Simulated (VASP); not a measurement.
# Ir (Fm-3m) in VASP: notebook

Ir is run at these levels: PBEsol; tasks: single point.

All numbers are computed with VASP 6.6.1; they aren't measurements. Logs are shortened: lines on timing, memory, paths and dates and some standing lists are left out, and cuts for length are marked.

## 1. The cell of the first run

It takes space group Fm-3m (No. 225, cubic). Conventional cell: a = 3.831 Å, b = 3.831 Å, c = 3.831 Å, α = 90.00°, β = 90.00°, γ = 90.00°. Within 3.6 Å of Ir (site symmetry m-3m) lie 12 Ir at 2.71 Å.

## 2. Single point, PBEsol

File INCAR:

```
SYSTEM = Ir
PREC = Accurate
ENCUT = 520
EDIFF = 1E-6
ISMEAR = -1
SIGMA = 0.05
LREAL = .FALSE.
LASPH = .TRUE.
NELM = 100
ALGO = Normal
ISIF = 2
LWAVE = .FALSE.
LCHARG = .FALSE.
GGA = PS
NBANDS = 16
```

File KPOINTS:

```
Automatic mesh
0
G
  13 13 10
  0 0 0
```

File POSCAR:

```
Ir
1.0
    1.9154736248      1.9154736248      0.0000000000
   -1.9154736248      1.9154736248      0.0000000000
    0.0000000000      0.0000000000      3.8309472495
Ir
2
Direct
    0.0000000000      0.0000000000      0.0000000000
    0.5000000000      0.5000000000      0.5000000000
```

Potentials or basis: VASP PAW PBE potentials, release 64 (Ir).

Run with:

```console
$ cat potpaw_PBE.64/Ir/POTCAR > POTCAR
$ mpirun -np 1 vasp_std > vasp.out
```

OUTCAR:

```text
SYSTEM = Ir
   PREC = Accurate
   ENCUT = 520
   EDIFF = 1E-6
   ISMEAR = -1
   LREAL = .FALSE.
   LASPH = .TRUE.
   NELM = 100
   ISIF = 2
   GGA = PS

 ion  position               nearest neighbor table
   1  0.000  0.000  0.000-   2 2.71   2 2.71   2 2.71   2 2.71   2 2.71   2 2.71   2 2.71   2 2.71

   2  0.500  0.500  0.500-   1 2.71   1 2.71   1 2.71   1 2.71   1 2.71   1 2.71   1 2.71   1 2.71

  LATTYP: Found a simple tetragonal cell.
 ALAT       =     2.7088887786
 C/A-ratio  =     1.4142135623

  Lattice vectors:

 A1 = (   1.9154736248,   1.9154736248,   0.0000000000)
 A2 = (  -1.9154736248,   1.9154736248,   0.0000000000)
 A3 = (   0.0000000000,   0.0000000000,   3.8309472495)

Analysis of symmetry for initial positions (statically):
=====================================================================
 Subroutine PRICEL returns following result:

  LATTYP: Found a face centered cubic cell.
 ALAT       =     3.8309472495

  Lattice vectors:

 A1 = (   0.0000000000,  -1.9154736248,  -1.9154736247)
 A2 = (   1.9154736248,   0.0000000000,  -1.9154736247)
 A3 = (   1.9154736248,  -1.9154736248,   0.0000000000)

   2 primitive cells build up your supercell.

 Routine SETGRP: Setting up the symmetry group for a
 simple tetragonal supercell.

 Subroutine GETGRP returns: Found 16 space group operations
 (whereof 16 operations were pure point group operations)
 out of a pool of 16 trial point group operations.

The static configuration has the point symmetry D_4h.

Analysis of symmetry for dynamics (positions and initial velocities):
=====================================================================
 Subroutine PRICEL returns following result:

  LATTYP: Found a face centered cubic cell.
 ALAT       =     3.8309472495

  Lattice vectors:

 A1 = (   0.0000000000,  -1.9154736248,  -1.9154736247)
 A2 = (   1.9154736248,   0.0000000000,  -1.9154736247)
 A3 = (   1.9154736248,  -1.9154736248,   0.0000000000)

   2 primitive cells build up your supercell.

 Routine SETGRP: Setting up the symmetry group for a
 simple tetragonal supercell.

 Subroutine GETGRP returns: Found 16 space group operations
 (whereof 16 operations were pure point group operations)
 out of a pool of 16 trial point group operations.

The dynamic configuration has the point symmetry D_4h.

 Subroutine INISYM returns: Found 16 space group operations
 (whereof 16 operations are pure point group operations),
 and found     2 'primitive' translations

----------------------------------------------------------------------------------------

                                     Primitive cell

  volume of cell :      14.0559

  direct lattice vectors                    reciprocal lattice vectors
     0.000000000 -1.915473625 -1.915473625    -0.261032046 -0.261032046 -0.261032046
     1.915473625  0.000000000 -1.915473625     0.261032046  0.261032046 -0.261032046
     1.915473625 -1.915473625  0.000000000     0.261032046 -0.261032046  0.261032046

  length of vectors
     2.708888779  2.708888779  2.708888779     0.452120767  0.452120767  0.452120767

  position of ions in fractional coordinates (direct lattice)
     0.000000000  0.000000000  0.000000000

  ion indices of the primitive-cell ions
   primitive index   ion index
                 1           1

----------------------------------------------------------------------------------------

 KPOINTS: Automatic mesh

Automatic generation of k-mesh.
 Grid dimensions read from file:
 generate k-points for:   13   13   10

 Generating k-lattice:

  Cartesian coordinates                     Fractional coordinates (reciprocal lattice)
     0.020079388  0.020079388  0.000000000     0.076923077  0.000000000  0.000000000
    -0.020079388  0.020079388  0.000000000     0.000000000  0.076923077  0.000000000
     0.000000000  0.000000000  0.026103205     0.000000000  0.000000000  0.100000000

  Length of vectors
     0.028396543  0.028396543  0.026103205

  Shift w.r.t. Gamma in fractional coordinates (k-lattice)
     0.000000000  0.000000000  0.000000000

 Subroutine IBZKPT returns following result:
 ===========================================

 Found    168 irreducible k-points:

 Following reciprocal coordinates:
            Coordinates               Weight
  0.000000  0.000000  0.000000      1.000000
  0.076923  0.000000  0.000000      4.000000
  0.153846  0.000000  0.000000      4.000000
  0.230769  0.000000  0.000000      4.000000
  0.307692  0.000000  0.000000      4.000000
  0.384615  0.000000  0.000000      4.000000
[... 16 lines left out ...]
  0.307692  0.307692  0.000000      4.000000
  0.384615  0.307692  0.000000      8.000000
 [... further k-points ...]
   k-points           NKPTS =    168   k-points in BZ     NKDIM =    168   number of bands    NBANDS=     16
   number of dos      NEDOS =    301   number of ions     NIONS =      2
   total plane-waves  NPLWV =  11200
   dimension x,y,z NGX =    20 NGY =   20 NGZ =   28
   dimension x,y,z NGXF=    40 NGYF=   40 NGZF=   56
   ions per type =               2
   NGX,Y,Z   is equivalent  to a cutoff of  12.27, 12.27, 12.15 a.u.
   NGXF,Y,Z  is equivalent  to a cutoff of  24.55, 24.55, 24.30 a.u.
 SYSTEM =  Ir
   PREC   = accura    normal or accurate (medium, high low for compatibility)
   ISTART =      0    job   : 0-new  1-cont  2-samecut
   ICHARG =      2    charge: 1-file 2-atom 10-const
   ISPIN  =      1    spin polarized calculation?
   LNONCOLLINEAR =      F non collinear calculations
   LSORBIT =      F    spin-orbit coupling
   LASPH  =      T    aspherical Exc in radial PAW
   ENCUT  =  520.0 eV  38.22 Ry    6.18 a.u.   5.04  5.04  7.12*2*pi/ulx,y,z
   NELM   =    100;   NELMIN=  2; NELMDL= -5     # of ELM steps
   EDIFF  = 0.1E-05   stopping-criterion for ELM
   LREAL  =      F    real-space projection
   EDIFFG = 0.1E-04   stopping-criterion for IOM
   NSW    =      0    number of steps for IOM
   IBRION =     -1    ionic relax: 0-MD 1-quasi-New 2-CG
   NFREE  =      0    steps in history (QN), initial steepest desc. (CG)
   ISIF   =      2    stress and relaxation
   ISYM   =      2    0-nonsym 1-usesym 2-fastsym
   POTIM  = 0.5000    time-step for ionic-motion
   TEBEG  =    0.0;   TEEND  =   0.0 temperature during run
   PSTRESS=    0.0 pullay stress
   NELECT =      18.0000    total number of electrons
   NUPDOWN=      -1.0000    fix difference up-down
   EMIN   =  10.00;   EMAX   =-10.00  energy-range for DOS
   EFERMI =   0.00;   METHOD = LEGACY
   ISMEAR =    -1;   SIGMA  =   0.05  broadening in eV -4-tet -1-fermi 0-gaus
   EFERMI_NEDOS =   21; number of points for ismear=-14 and -15
   IALGO  =     38    algorithm
   IMIX   =      4    mixing-type and parameters
     AMIX     =   0.40;   BMIX     =  1.00
     AMIX_MAG =   1.60;   BMIX_MAG =  1.00
  volume/ion in A,a.u.               =      14.06        94.85
  Fermi-wavevector in a.u.,A,eV,Ry     =   1.411030  2.666460 27.089266  1.991005
  Thomas-Fermi vector in A             =   2.532923
   LORBIT       =      0    0 simple, 1 ext, 2 COOP (PROOUT), +10 PAW based schemes
   GGA     = PS    functional components
   LHFCALC =     F    Hartree Fock is set to
   AEXX    =    0.0000 exact exchange contribution
   IVDW    =     0    specifies the selected vdW correction
   LEPSILON=     F    determine dielectric tensor
   LRPA    =     F    only Hartree local field effects (RPA)
 non-spin polarized calculation
  energy-cutoff  :      520.00
  volume of cell :       28.11
 maximum number of plane-waves:       769
   NGX = 11   NGY = 11   NGZ = 15

 number of electron      17.9999995 magnetization

 Free energy of the ion-electron system (eV)
  ---------------------------------------------------
  ext. energy  EPLUGINS =         0.00000000
  ---------------------------------------------------
  free energy    TOTEN  =       -19.64031788 eV

  energy without entropy =      -19.62333987  energy(sigma->0) =      -19.63182888

 E-fermi :  10.3533     XC(G=0): -14.1397

 val. band max:       10.3499342652   @ k =   0.3846   0.2308   0.1000
 cond. band min:      10.3544387685   @ k =   0.3077   0.2308   0.0000
 fundamental gap:      0.0045045034
 Fermi energy:        10.3533438119

 k-point     1 :       0.0000    0.0000    0.0000
  band No.  band energies     occupation
      1      -0.9019      2.00000
      2       2.3410      2.00000
      3       2.9165      2.00000
      4       6.4125      2.00000
      5       6.4186      2.00000
      6       6.4186      2.00000
[... 8 lines left out ...]
     15      22.0522      0.00000
     16      24.6652      0.00000

 k-point     2 :       0.0769    0.0000    0.0000
  band No.  band energies     occupation
      1      -0.7249      2.00000
      2       2.4738      2.00000
      3       3.0425      2.00000
      4       6.3124      2.00000
      5       6.4880      2.00000
      6       6.5090      2.00000
[... 8 lines left out ...]
     15      22.4974      0.00000
     16      24.9735      0.00000

 k-point     3 :       0.1538    0.0000    0.0000
  band No.  band energies     occupation
      1      -0.2133      2.00000
      2       2.7980      2.00000
      3       3.4507      2.00000
      4       6.0364      2.00000
      5       6.6940      2.00000
      6       6.7439      2.00000
[... 8 lines left out ...]
     15      23.7078      0.00000
     16      25.8209      0.00000

 k-point     4 :       0.2308    0.0000    0.0000
  band No.  band energies     occupation
      1       0.5761      2.00000
      2       3.2061      2.00000
      3       4.1068      2.00000
      4       5.6910      2.00000
      5       6.9274      2.00000
      6       7.0288      2.00000
[... 8 lines left out ...]
     15      25.4422      0.00000
     16      26.6126      0.00000
[... 324 lines left out ...]
 k-point    22 :       0.4615    0.2308    0.0000
  band No.  band energies     occupation
      1       3.3739      2.00000
      2       3.6901      2.00000
      3       3.9767      2.00000
      4       4.1333      2.00000
      5       6.3984      2.00000
      6       6.6491      2.00000
[... 8 lines left out ...]
     15      23.0072      0.00000
     16      24.6201      0.00000

 k-point    23 :       0.3077    0.3077    0.0000
  band No.  band energies     occupation
      1       2.6809      2.00000
      2       3.7129      2.00000
      3       3.8474      2.00000
      4       4.4168      2.00000
      5       6.6256      2.00000
      6       7.6584      2.00000
[... 8 lines left out ...]
     15      23.6702      0.00000
     16      26.5455      0.00000

 k-point    24 :       0.3846    0.3077    0.0000
  band No.  band energies     occupation
      1       2.8069      2.00000
      2       3.3706      2.00000
      3       3.5774      2.00000
      4       3.9140      2.00000
      5       7.3645      2.00000
      6       8.0880      2.00000
[... 8 lines left out ...]
     15      23.8508      0.00000
     16      24.6271      0.00000

 [... further k-points ...]
[... 5 lines left out ...]
  --------------------------------------------------------------------------------------
  -------------------------------------------------------------------------------------
  Total        0.1470066      0.1470066      0.1809464      0.0000000     -0.0000000     -0.0000000
  in kB        8.3783551      8.3783551     10.3126929      0.0000000     -0.0000000     -0.0000000
  external PRESSURE =       9.0231344 kB  Pullay stress =       0.0000000 kB

 VOLUME and BASIS-vectors are now :
 -----------------------------------------------------------------------------
  energy-cutoff  :      520.00
  volume of cell :       28.11
      direct lattice vectors                 reciprocal lattice vectors
     1.915473625  1.915473625  0.000000000     0.261032046  0.261032046  0.000000000
    -1.915473625  1.915473625  0.000000000    -0.261032046  0.261032046  0.000000000
     0.000000000  0.000000000  3.830947249     0.000000000  0.000000000  0.261032046

 POSITION                                       TOTAL-FORCE (eV/Angst)
 -----------------------------------------------------------------------------------
      0.00000      0.00000      0.00000        -0.000000     -0.000000      0.000000
      0.00000      1.91547      1.91547         0.000000      0.000000      0.000000
 -----------------------------------------------------------------------------------
    total drift:                               -0.000000      0.000000      0.000000

  FREE ENERGIE OF THE ION-ELECTRON SYSTEM (eV)
  ---------------------------------------------------
  free  energy   TOTEN  =       -19.6403178814 eV

  energy  without entropy=      -19.6233398709  energy(sigma->0) =      -19.63182888
```

It took 21 s on 1 thread of Intel Xeon 6975P-C (Granite Rapids), shared host; peak memory 0.18 GiB.

Results:

| Item | Value |
| --- | --- |
| Free energy | -19.6403 eV |
| Pressure | 0.9 GPa |
| Band gap on the k mesh | zero (bands 9 and 10 overlap by 3.25 eV) |

Levels at points of the mesh, in eV from the Fermi level:
```tsv
k point	band 5	band 6	band 7	band 8	band 9	band 10	band 11	band 12	band 13	band 14
(0.00, 0.00, 0.00)	-3.93	-3.93	-1.20	-1.19	0.90	1.50	1.50	1.65	10.56	11.70
(0.00, 0.00, 0.50)	-3.08	-3.08	-1.91	-1.91	-1.91	-1.91	-0.22	-0.22	17.95	17.95
```

Caveat: the PAW data sets were made with another functional, which shifts forces and pressure a little; spin-orbit coupling is left out, which moves the levels of the heavy elements.

## 3. Single point, PBEsol

File INCAR:

```
PREC = Accurate
ENCUT = 520
EDIFF = 1E-7
ISMEAR = -1
SIGMA = 0.05
LREAL = F
LASPH = T
NELM = 80
ALGO = Normal
ISIF = 2
LWAVE = F
LCHARG = F
GGA = PS
NBANDS = 16
```

File KPOINTS:

```
Automatic mesh
0
Gamma
  13 13 10
```

POSCAR is that of step 2.

Potentials or basis: VASP PAW PBE potentials, release 64 (Ir).

Run with:

```console
$ cat potpaw_PBE.64/Ir/POTCAR > POTCAR
$ mpirun -np 1 vasp_std > vasp.out
```

It took 22 s on 1 thread of Intel Xeon 6975P-C (Granite Rapids), shared host; peak memory 0.18 GiB.

The run converged. Its results:

| Property | Result |
| --- | --- |
| Free energy | -19.6403 eV |
| Pressure | 0.9 GPa |
| Band gap on the k mesh | zero (bands 9 and 10 overlap by 3.25 eV) |

Levels at points of the mesh, in eV from the Fermi level:
```tsv
k point	band 7	band 8	band 9	band 10	band 11	band 12
(0.00, 0.00, 0.00)	-1.20	-1.19	0.90	1.50	1.50	1.65
(0.00, 0.00, 0.50)	-1.91	-1.91	-1.91	-1.91	-0.22	-0.22
```

Caveat: the PAW data sets were made with another functional, which shifts forces and pressure a little; spin-orbit coupling is left out, which moves the levels of the heavy elements.
